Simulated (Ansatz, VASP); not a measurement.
# Two plane-wave programs on In3As

```
In As
1.0
     4.67168    0.00000    0.00000
     0.00000    4.67168    0.00000
     0.00000    0.00000    4.67168
In As
3 1
Cartesian
  2.3358 2.3358 0.0000
  2.3358 0.0000 2.3358
  0.0000 2.3358 2.3358
  0.0000 0.0000 0.0000
```

Alike in both runs: task single point; functional r2SCAN; k mesh 6 × 6 × 6; occupations fermi-dirac, width 0.05 eV; no spin polarisation.

|  | VASP | Ansatz |
| --- | --- | --- |
| version | VASP 6.6.1 | Ansatz 0.2.0 |
| potentials or method | VASP PAW PBE potentials, release 64 (In_d, As) | Ansatz PAW |
| plane-wave cutoff (eV) | 520 | 500 |
| valence electrons in the cell | 44 | 54 |

```tsv
	VASP	Ansatz	Ansatz less VASP
gap on the k mesh at the Fermi level (eV)	none	none	-
pressure (GPa)	-0.9	-0.9	+0.05
```

VASP's potentials were made for PBE, not for r2SCAN. A gap of «none» marks a metal or a gap that the smearing closes. The functional is the same, so the differences come from potentials, cutoffs and numerics. VASP's potentials hold 44 valence electrons a cell and Ansatz's 54, so a difference there can come from the potentials and not from the codes.
